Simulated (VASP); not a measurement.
# BaBeC5 (P4/mmm) in VASP: single point with PBE

Aim: the single point of BaBeC5 with PBE.

Program: VASP 6.6.1. These are calculated values, not measurements. Logs are shortened: lines on timing, memory, paths and dates and some standing lists are left out, and cuts for length are marked.

### 1 The cell of the first run

It takes space group P4/mmm (No. 123, tetragonal). Conventional cell: a = 3.885 Å, b = 3.885 Å, c = 6.817 Å, α = 90.00°, β = 90.00°, γ = 90.00°. Ba (site symmetry 4/mmm) has 8 C at 2.40 Å within 3.2 Å. Be (site symmetry 4/mmm) has 12 C at 2.75 to 2.78 Å within 3.6 Å. C (site symmetry 2mm) has 2 Ba at 2.40 Å and 7 C at 2.75 to 2.83 Å and 2 Be at 2.78 Å within 3.2 Å. Within 3.6 Å of C (site symmetry 4/mmm) lie 4 Be at 2.75 Å and 8 C at 2.78 Å and 2 Ba at 3.41 Å.

The cell was generated, and may not be a known phase.

### 2 Single point, PBE

The input, INCAR:

```
SYSTEM = BaBeC5
PREC = Accurate
ENCUT = 1300
EDIFF = 1E-6
ISMEAR = 0
SIGMA = 0.1
LREAL = .FALSE.
LASPH = .TRUE.
NELM = 120
ALGO = Normal
ISIF = 2
LWAVE = .FALSE.
LCHARG = .FALSE.
GGA = PE
NBANDS = 25
GGA_COMPAT = .FALSE.
```

The input, KPOINTS:

```
regular mesh
0
G
  4 4 4
  0 0 0
```

The input, POSCAR:

```
BaBeC5
1.0
    3.8845199000      0.0000000000      0.0000000000
    0.0000000000      3.8845199000      0.0000000000
    0.0000000000      0.0000000000      6.8168719700
Ba Be C
1 1 5
Direct
    0.0000000000      0.0000000000      0.5000000000
    0.5000000000      0.5000000000      0.0000000000
    0.0000000000      0.5000000000      0.2924455100
    0.0000000000      0.5000000000      0.7075544900
    0.5000000000      0.0000000000      0.2924455100
    0.5000000000      0.0000000000      0.7075544900
    0.0000000000      0.0000000000      0.0000000000
```

Potentials or basis: VASP PAW PBE potentials, release 64 (Ba_sv, Be, C_h).

The run is started by

```sh
cat potpaw_PBE.64/Ba_sv/POTCAR potpaw_PBE.64/Be/POTCAR potpaw_PBE.64/C_h/POTCAR > POTCAR
mpirun -np 1 vasp_std > vasp.out
```

OUTCAR:

```text
SYSTEM = BaBeC5
   PREC = Accurate
   ENCUT = 1300
   EDIFF = 1E-6
   ISMEAR = 0
   LREAL = .FALSE.
   LASPH = .TRUE.
   NELM = 120
   ISIF = 2
   GGA = PE

 ion  position               nearest neighbor table
   1  0.000  0.000  0.500-   3 2.40   4 2.40   5 2.40   6 2.40   3 2.40   4 2.40   5 2.40   6 2.40

   2  0.500  0.500  0.000-
   3  0.000  0.500  0.292-   1 2.40   1 2.40
   4  0.000  0.500  0.708-   1 2.40   1 2.40
   5  0.500  0.000  0.292-   1 2.40   1 2.40
   6  0.500  0.000  0.708-   1 2.40   1 2.40
   7  0.000  0.000  0.000-

  LATTYP: Found a simple tetragonal cell.
 ALAT       =     3.8845199000
 C/A-ratio  =     1.7548814642

  Lattice vectors:

 A1 = (   3.8845199000,   0.0000000000,   0.0000000000)
 A2 = (   0.0000000000,   3.8845199000,   0.0000000000)
 A3 = (   0.0000000000,   0.0000000000,   6.8168719700)

Analysis of symmetry for initial positions (statically):
=====================================================================
 Subroutine PRICEL returns:
 Original cell was already a primitive cell.

 Routine SETGRP: Setting up the symmetry group for a
 simple tetragonal supercell.

 Subroutine GETGRP returns: Found 16 space group operations
 (whereof 16 operations were pure point group operations)
 out of a pool of 16 trial point group operations.

The static configuration has the point symmetry D_4h.

Analysis of symmetry for dynamics (positions and initial velocities):
=====================================================================
 Subroutine PRICEL returns:
 Original cell was already a primitive cell.

 Routine SETGRP: Setting up the symmetry group for a
 simple tetragonal supercell.

 Subroutine GETGRP returns: Found 16 space group operations
 (whereof 16 operations were pure point group operations)
 out of a pool of 16 trial point group operations.

The dynamic configuration has the point symmetry D_4h.

 Subroutine INISYM returns: Found 16 space group operations
 (whereof 16 operations are pure point group operations),
 and found     1 'primitive' translations

----------------------------------------------------------------------------------------

                                     Primitive cell

  volume of cell :     102.8632

  direct lattice vectors                    reciprocal lattice vectors
     3.884519900  0.000000000  0.000000000     0.257432070  0.000000000  0.000000000
     0.000000000  3.884519900  0.000000000     0.000000000  0.257432070  0.000000000
     0.000000000  0.000000000  6.816871970     0.000000000  0.000000000  0.146694848

  length of vectors
     3.884519900  3.884519900  6.816871970     0.257432070  0.257432070  0.146694848

  position of ions in fractional coordinates (direct lattice)
     0.000000000  0.000000000  0.500000000
     0.500000000  0.500000000  0.000000000
     0.000000000  0.500000000  0.292445510
     0.000000000  0.500000000  0.707554490
     0.500000000  0.000000000  0.292445510
     0.500000000  0.000000000  0.707554490
     0.000000000  0.000000000  0.000000000

  ion indices of the primitive-cell ions
   primitive index   ion index
                 1           1
                 2           2
                 3           3
                 4           4
                 5           5
                 6           6
                 7           7

----------------------------------------------------------------------------------------

 KPOINTS: regular mesh

Automatic generation of k-mesh.
 Grid dimensions read from file:
 generate k-points for:    4    4    4

 Generating k-lattice:

  Cartesian coordinates                     Fractional coordinates (reciprocal lattice)
     0.064358018  0.000000000  0.000000000     0.250000000  0.000000000  0.000000000
     0.000000000  0.064358018  0.000000000     0.000000000  0.250000000  0.000000000
     0.000000000  0.000000000  0.036673712     0.000000000  0.000000000  0.250000000

  Length of vectors
     0.064358018  0.064358018  0.036673712

  Shift w.r.t. Gamma in fractional coordinates (k-lattice)
     0.000000000  0.000000000  0.000000000

 Subroutine IBZKPT returns following result:
 ===========================================

 Found     18 irreducible k-points:

 Following reciprocal coordinates:
            Coordinates               Weight
  0.000000  0.000000  0.000000      1.000000
  0.250000  0.000000  0.000000      4.000000
  0.500000  0.000000  0.000000      2.000000
  0.250000  0.250000  0.000000      4.000000
  0.500000  0.250000  0.000000      4.000000
  0.500000  0.500000  0.000000      1.000000
[... 10 lines left out ...]
  0.500000  0.250000  0.500000      4.000000
  0.500000  0.500000  0.500000      1.000000
   k-points           NKPTS =     18   k-points in BZ     NKDIM =     18   number of bands    NBANDS=     25
   number of dos      NEDOS =    301   number of ions     NIONS =      7
   total plane-waves  NPLWV = 184320
   dimension x,y,z NGX =    48 NGY =   48 NGZ =   80
   dimension x,y,z NGXF=    96 NGYF=   96 NGZF=  160
   ions per type =               1   1   5
   NGX,Y,Z   is equivalent  to a cutoff of  20.54, 20.54, 19.51 a.u.
   NGXF,Y,Z  is equivalent  to a cutoff of  41.09, 41.09, 39.02 a.u.
 SYSTEM =  BaBeC5
   PREC   = accura    normal or accurate (medium, high low for compatibility)
   ISTART =      0    job   : 0-new  1-cont  2-samecut
   ICHARG =      2    charge: 1-file 2-atom 10-const
   ISPIN  =      1    spin polarized calculation?
   LNONCOLLINEAR =      F non collinear calculations
   LSORBIT =      F    spin-orbit coupling
   LASPH  =      T    aspherical Exc in radial PAW
   ENCUT  = 1300.0 eV  95.55 Ry    9.77 a.u.  11.42 11.42 20.04*2*pi/ulx,y,z
   NELM   =    120;   NELMIN=  2; NELMDL= -5     # of ELM steps
   EDIFF  = 0.1E-05   stopping-criterion for ELM
   LREAL  =      F    real-space projection
[... 7 lines left out ...]
   TEBEG  =    0.0;   TEEND  =   0.0 temperature during run
   PSTRESS=    0.0 pullay stress
   NELECT =      32.0000    total number of electrons
   NUPDOWN=      -1.0000    fix difference up-down
   EMIN   =  10.00;   EMAX   =-10.00  energy-range for DOS
   EFERMI =   0.00;   METHOD = LEGACY
   ISMEAR =     0;   SIGMA  =   0.10  broadening in eV -4-tet -1-fermi 0-gaus
   EFERMI_NEDOS =   21; number of points for ismear=-14 and -15
   IALGO  =     38    algorithm
   IMIX   =      4    mixing-type and parameters
     AMIX     =   0.40;   BMIX     =  1.00
     AMIX_MAG =   1.60;   BMIX_MAG =  1.00
  volume/ion in A,a.u.               =      14.69        99.16
  Fermi-wavevector in a.u.,A,eV,Ry     =   1.109272  2.096221 16.741769  1.230485
  Thomas-Fermi vector in A             =   2.245810
   LORBIT       =      0    0 simple, 1 ext, 2 COOP (PROOUT), +10 PAW based schemes
   GGA     = PE    functional components
   LHFCALC =     F    Hartree Fock is set to
   AEXX    =    0.0000 exact exchange contribution
   IVDW    =     0    specifies the selected vdW correction
   LEPSILON=     F    determine dielectric tensor
   LRPA    =     F    only Hartree local field effects (RPA)
 non-spin polarized calculation
 Gauss-broadening in eV      SIGMA  =   0.10
  energy-cutoff  :     1300.00
  volume of cell :      102.86
 maximum number of plane-waves:     11013
 NGX is ok and might be reduce to    48
   NGX = 23   NGY = 23   NGZ = 41

 number of electron      32.0000000 magnetization

 Free energy of the ion-electron system (eV)
  ---------------------------------------------------
  ext. energy  EPLUGINS =         0.00000000
  ---------------------------------------------------
  free energy    TOTEN  =       -23.68036535 eV

  energy without entropy =      -23.64948445  energy(sigma->0) =      -23.66492490

 E-fermi :   2.8229     XC(G=0):  -9.9778

 val. band max:        2.7955379441   @ k =   0.5000   0.0000   0.2500
 cond. band min:       2.8262393689   @ k =   0.2500   0.0000   0.5000
 fundamental gap:      0.0307014248
 Fermi energy:         2.8229271189

 k-point     1 :       0.0000    0.0000    0.0000
  band No.  band energies     occupation
      1     -23.3165      2.00000
      2     -10.9691      2.00000
      3      -8.8210      2.00000
      4      -8.8210      2.00000
      5      -8.2287      2.00000
      6      -5.7022      2.00000
[... 17 lines left out ...]
     24       5.3874      0.00000
     25       5.3874      0.00000

 k-point     2 :       0.2500    0.0000    0.0000
  band No.  band energies     occupation
      1     -23.2423      2.00000
      2     -10.6532      2.00000
      3     -10.3780      2.00000
      4      -8.7463      2.00000
      5      -7.6312      2.00000
      6      -5.4628      2.00000
[... 17 lines left out ...]
     24       5.2009      0.00000
     25       5.3727      0.00000

 k-point     3 :       0.5000    0.0000    0.0000
  band No.  band energies     occupation
      1     -23.1655      2.00000
      2     -11.2495      2.00000
      3     -10.2292      2.00000
      4      -8.6689      2.00000
      5      -7.2120      2.00000
      6      -6.5793      2.00000
[... 17 lines left out ...]
     24       5.4235      0.00000
     25       6.7103      0.00000

 k-point     4 :       0.2500    0.2500    0.0000
  band No.  band energies     occupation
      1     -23.1687      2.00000
      2     -10.3295      2.00000
      3     -10.3285      2.00000
      4     -10.2270      2.00000
      5      -6.9347      2.00000
      6      -5.4356      2.00000
[... 17 lines left out ...]
     24       5.2202      0.00000
     25       5.4767      0.00000
[... 309 lines left out ...]
 k-point    16 :       0.2500    0.2500    0.5000
  band No.  band energies     occupation
      1     -23.1685      2.00000
      2     -10.4294      2.00000
      3     -10.3040      2.00000
      4     -10.2193      2.00000
      5      -6.3308      2.00000
      6      -5.5940      2.00000
[... 17 lines left out ...]
     24       5.3822      0.00000
     25       6.1637      0.00000

 k-point    17 :       0.5000    0.2500    0.5000
  band No.  band energies     occupation
      1     -23.0922      2.00000
      2     -11.1405      2.00000
      3     -10.1632      2.00000
      4      -9.9669      2.00000
      5      -6.6063      2.00000
      6      -6.0134      2.00000
[... 17 lines left out ...]
     24       5.3108      0.00000
     25       5.5454      0.00000

 k-point    18 :       0.5000    0.5000    0.5000
  band No.  band energies     occupation
      1     -23.0165      2.00000
      2     -11.0379      2.00000
      3     -11.0379      2.00000
      4      -9.4622      2.00000
      5      -6.3881      2.00000
      6      -6.3881      2.00000
[... 17 lines left out ...]
     24       5.6552      0.00000
     25       5.9198      0.00000

------------------------ aborting loop because EDIFF is reached ----------------------------------------

  FORCE on cell =-STRESS in cart. coord.  units (eV):
  Direction    XX          YY          ZZ          XY          YZ          ZX
  --------------------------------------------------------------------------------------
  -------------------------------------------------------------------------------------
  Total       -0.6309366     -0.6309366     -1.1454126      0.0000000      0.0000000      0.0000000
  in kB       -9.8273502     -9.8273502    -17.8407334      0.0000000      0.0000000      0.0000000
  external PRESSURE =     -12.4984779 kB  Pullay stress =       0.0000000 kB

 VOLUME and BASIS-vectors are now :
 -----------------------------------------------------------------------------
  energy-cutoff  :     1300.00
  volume of cell :      102.86
      direct lattice vectors                 reciprocal lattice vectors
     3.884519900  0.000000000  0.000000000     0.257432070  0.000000000  0.000000000
     0.000000000  3.884519900  0.000000000     0.000000000  0.257432070  0.000000000
     0.000000000  0.000000000  6.816871970     0.000000000  0.000000000  0.146694848

 POSITION                                       TOTAL-FORCE (eV/Angst)
 -----------------------------------------------------------------------------------
      0.00000      0.00000      3.40844         0.000000      0.000000      0.000000
      1.94226      1.94226      0.00000         0.000000      0.000000      0.000000
      0.00000      1.94226      1.99356        -0.000000     -0.000000     -3.280068
      0.00000      1.94226      4.82331         0.000000     -0.000000      3.280068
      1.94226      0.00000      1.99356        -0.000000     -0.000000     -3.280068
      1.94226      0.00000      4.82331         0.000000      0.000000      3.280068
      0.00000      0.00000      0.00000         0.000000      0.000000      0.000000
 -----------------------------------------------------------------------------------
    total drift:                                0.000000      0.000000      0.000000

  FREE ENERGIE OF THE ION-ELECTRON SYSTEM (eV)
  ---------------------------------------------------
  free  energy   TOTEN  =       -23.6803653459 eV

  energy  without entropy=      -23.6494844457  energy(sigma->0) =      -23.66492490
```

Wall time 2.6 min (1 thread of Intel Xeon Platinum 8375C at 2.90GHz (Ice Lake), shared host); peak memory 0.53 GiB.

Results:

```yaml
Free_energy: -23.6804 eV
Pressure: -1.2 GPa
Largest_force: 3.280 eV/Å
Band_gap_on_the_k_mesh: zero (bands 16 and 17 overlap by 1.13 eV)
```

Forces on the atoms (eV/Å):
```
Ba   0.000  0.000  0.000
Be   0.000  0.000  0.000
C    0.000  0.000 -3.280
C    0.000  0.000  3.280
C    0.000  0.000 -3.280
C    0.000  0.000  3.280
C    0.000  0.000  0.000
```

Levels at points of the mesh, in eV from the Fermi level:
```tsv
k point	band 14	band 15	band 16	band 17	band 18	band 19
(0.00, 0.00, 0.00)	-1.62	-1.41	-1.17	0.80	0.80	1.39
(0.50, 0.00, 0.00)	-1.06	-0.56	-0.51	-0.38	0.14	0.20
(0.50, 0.50, 0.00)	-1.54	-1.17	0.20	0.20	0.64	0.96
(0.00, 0.00, 0.50)	-0.36	-0.36	-0.32	0.13	0.13	0.94
(0.50, 0.00, 0.50)	-0.86	-0.13	0.04	0.26	0.42	0.63
(0.50, 0.50, 0.50)	-2.66	0.75	0.75	0.97	1.42	1.85
```

Caveat: the k points lie up to 0.40 Å⁻¹ apart, too coarse for converged energies and pressures of a metal; spin-orbit coupling is left out, which moves the levels of the heavy elements; forces of over 1 eV/Å act on the atoms, so gaps and moduli don't describe the material at rest.

The gap in the log of VASP goes by the Fermi energy; the results here count the filled bands.